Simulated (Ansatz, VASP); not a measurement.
## ZnO in VASP and in Ansatz

The input INCAR:

```
  PREC = Accurate
  ENCUT = 520
  EDIFF = 1E-6
  ISMEAR = -1
  SIGMA = 0.02
  LREAL = False
  LASPH = True
  NELM = 100
  ALGO = Normal
  ISIF = 2
  LWAVE = False
  LCHARG = False
  NBANDS = 26
```

The input KPOINTS:

```
Automatic mesh
0
Gamma
  11 11 6
```

POSCAR

```
ZnO
1.0
    3.2169047367      0.0000000000      0.0000000000
   -1.6084523683      2.7859212235      0.0000000000
    0.0000000000      0.0000000000      5.2038000000
Zn O
2 2
Direct
    0.3333333333      0.6666666667      0.0000000000
    0.6666666667      0.3333333333      0.5000000000
    0.3333333333      0.6666666667      0.3821000000
    0.6666666667      0.3333333333      0.8821000000
```

Input for Ansatz:

```yaml
crystal:
  lattice:
    - [3.2169047367, 0.0, 0.0]
    - [-1.6084523683, 2.7859212235, 0.0]
    - [0.0, 0.0, 5.2038]
  atoms:
    - { symbol: Zn, position: [0.3333333333, 0.6666666667, 0.0] }
    - { symbol: Zn, position: [0.6666666667, 0.3333333333, 0.5] }
    - { symbol: O, position: [0.3333333333, 0.6666666667, 0.3821] }
    - { symbol: O, position: [0.6666666667, 0.3333333333, 0.8821] }
kpoints:
  mp_grid: { grid: [11, 11, 6] }
  band_path:
    path:
      - [0.0, 0.0, 0.0]
      - [0.5, 0.0, 0.0]
      - [0.3333333333, 0.3333333333, 0.0]
      - [0.0, 0.0, 0.0]
      - [0.0, 0.0, 0.5]
      - [0.5, 0.0, 0.5]
      - [0.3333333333, 0.3333333333, 0.5]
      - [0.0, 0.0, 0.5]
      - [0.5, 0.0, 0.5]
    npoints: 5
scf:
  occupations: { method: fermi_dirac, width: 0.02 }
hamiltonian:
  xc: lda
  pseudopotentials: { kind: all_electron, lapw: { basis_error: 0.0005 } }
output:
  forces: true
  stress: true
  eigenvalues: true
```

Change from the starting cell: equal xx and yy strain of -1 %.

Alike in both runs: task single point; functional LDA; k mesh 11 × 11 × 6; occupations fermi-dirac, width 0.02 eV; no spin polarisation.

|  | VASP | Ansatz |
| --- | --- | --- |
| version | VASP 6.6.1 | Ansatz 0.2.0 |
| potentials or method | VASP PAW LDA potentials, release 64 (Zn, O), cutoff 520 eV | all-electron LAPW, scalar-relativistic |

|  | VASP | Ansatz | Ansatz less VASP |
| --- | --- | --- | --- |
| gap on the k mesh at the Fermi level (eV) | 0.76 | 0.77 | +0.004 |
| pressure (GPa) | -3.2 | -4.2 | -1.09 |
| traceless stress, the component that is largest in VASP (GPa) | -1.20 | -1.12 | +0.083 |
| rms of the force components (eV/Å) | 0.072 | 0.068 | -0.0038 |

LDA's correlation is that of Perdew and Zunger in VASP and of Perdew and Wang (1992) in Ansatz. Atom by atom the forces differ by 0.004 eV/Å (rms over components). Ansatz ran all-electron here, and VASP with PAW potentials.
